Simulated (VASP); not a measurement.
**LiSb7: relaxation of cell and atoms with PBE**

LiSb7:

```xyz
8
Lattice="0.0000 4.7454 4.7454 4.7454 0.0000 4.7454 4.7454 4.7454 0.0000" Properties=species:S:1:pos:R:3 pbc="T T T"
Li    0.0000    0.0000    0.0000
Sb    0.0000    2.3727    2.3727
Sb    4.7454    2.3727    2.3727
Sb    2.3727    0.0000    2.3727
Sb    2.3727    4.7454    2.3727
Sb    2.3727    2.3727    0.0000
Sb    2.3727    2.3727    4.7454
Sb    4.7454    4.7454    4.7454
```

```json
{
  "Program": "VASP 6.6.1",
  "Task": "relaxation of cell and atoms",
  "Functional": "PBE",
  "Potentials or basis": "VASP PAW PBE potentials, release 64 (Li_sv, Sb)",
  "Cutoff": "600 eV",
  "k mesh": "8 × 8 × 8",
  "Occupations": "gaussian, width 0.1 eV",
  "Spin": "no spin polarisation",
  "Dipole correction": "no",
  "Further INCAR settings": "ALGO = Normal; EDIFF = 1e-06; IBRION = 2; EDIFFG = -0.01; NSW = 100; ISIF = 3"
}
```

- Relaxed volume: 26.61 Å³/atom
- Relaxed cell: a = 6.702 Å, b = 6.702 Å, c = 6.702 Å, α = 60.00°, β = 60.00°, γ = 60.00°
- Space group after relaxing (to 0.05 Å): Fm-3m (No. 225)
- Energy gained by relaxing: 0.1 meV/atom
- Ionic steps: 3
- Pressure after relaxing: 0.0 GPa
- Band gap on the k mesh: zero (band 19 reaches 8.48 eV, above the bottom of band 20 at 6.37 eV)

Step by step:
```
step  energy change (eV)  largest force (eV/Å)  pressure (GPa)  volume (Å³)
   1              0.0000                0.0000           -0.21       213.73
   2             -0.0005                0.0000            0.06       212.67
   3             -0.0005                0.0000            0.01       212.90
```

Final structure:
```yaml
crystal:
  lattice:
    - [0.00000, 4.73933, 4.73933]
    - [4.73933, 0.00000, 4.73933]
    - [4.73933, 4.73933, 0.00000]
  atoms:
    - { symbol: Li, position: [0.00000, 0.00000, 0.00000] }
    - { symbol: Sb, position: [0.50000, 0.00000, 0.00000] }
    - { symbol: Sb, position: [0.00000, 0.50000, 0.50000] }
    - { symbol: Sb, position: [0.00000, 0.50000, 0.00000] }
    - { symbol: Sb, position: [0.50000, 0.00000, 0.50000] }
    - { symbol: Sb, position: [0.00000, 0.00000, 0.50000] }
    - { symbol: Sb, position: [0.50000, 0.50000, 0.00000] }
    - { symbol: Sb, position: [0.50000, 0.50000, 0.50000] }
```

Levels at points of the mesh, in eV from the Fermi level:
| k point | band 15 | band 16 | band 17 | band 18 | band 19 | band 20 | band 21 | band 22 | band 23 | band 24 |
| --- | --- | --- | --- | --- | --- | --- | --- | --- | --- | --- |
| (0.00, 0.00, 0.00) | -4.19 | 0.57 | 0.57 | 0.57 | 0.74 | 1.23 | 1.23 | 1.23 | 3.74 | 3.74 |
| (0.50, 0.00, 0.00) | -1.86 | -0.73 | -0.71 | -0.59 | -0.59 | -0.44 | -0.44 | 1.68 | 1.75 | 1.75 |
| (0.50, 0.50, 0.00) | -1.48 | -1.38 | -1.25 | -1.22 | -1.22 | -1.20 | -1.20 | -0.06 | 0.01 | 2.29 |

It took 3.3 min on 1 thread of Intel(R) Xeon(R) 6975P-C (Granite Rapids), with other jobs on the host, peak memory 0.49 GiB.

Caveat: the cutoff is under 1.25 times the usual one of these potentials, so pressure, stress and relaxed cells hold a basis-set (Pulay) error; spin-orbit coupling is left out, which moves the levels of the heavy elements.
